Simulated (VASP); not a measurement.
Input of a VASP 6.6.1 run:

The input INCAR:

```
SYSTEM = Zn
ALGO = Fast
EDIFF = 1E-6
EDIFFG = -0.01
ENCUT = 600
GGA = PS
IBRION = 2
ISIF = 4
ISMEAR = 0
LASPH = .True.
LCHARG = .False.
LREAL = .False.
LWAVE = .False.
NELM = 60
NSW = 50
PREC = Accurate
SIGMA = 0.1
```

KPOINTS

```
k-points
0
Gamma
  18 18 8
  0 0 0
```

The input POSCAR:

```
Zn
1.0
    2.5664904317      0.0000000000      0.0000000000
   -1.2832452159      2.2226459124      0.0000000000
    0.0000000000      0.0000000000      4.8456177415
Zn
2
Direct
    0.3333333333      0.6666666667      0.2500000000
    0.6666666667      0.3333333333      0.7500000000
```

Potentials or basis: VASP PAW PBE potentials, release 64 (Zn).

The run is started by

```sh
$ cat potpaw_PBE.64/Zn/POTCAR > POTCAR
$ mpirun -np 1 vasp_std > vasp.out
```

Q: Estimate the band gap on the k mesh.

A: Zero (bands 12 and 13 overlap by 4.37 eV).

Step by step:
| step | energy change (eV) | largest force (eV/Å) | pressure (GPa) | volume (Å³) |
| --- | --- | --- | --- | --- |
| 1 | 0.0000 | 0.0000 | 3.52 | 27.64 |
| 2 | -0.0013 | 0.0000 | 3.34 | 27.64 |
| 3 | -0.0032 | 0.0000 | 2.97 | 27.64 |
| 4 | -0.0033 | 0.0000 | 2.49 | 27.64 |
| 5 | -0.0033 | 0.0000 | 2.78 | 27.64 |

Caveat: the PAW data sets were made with another functional, which shifts forces and pressure a little.
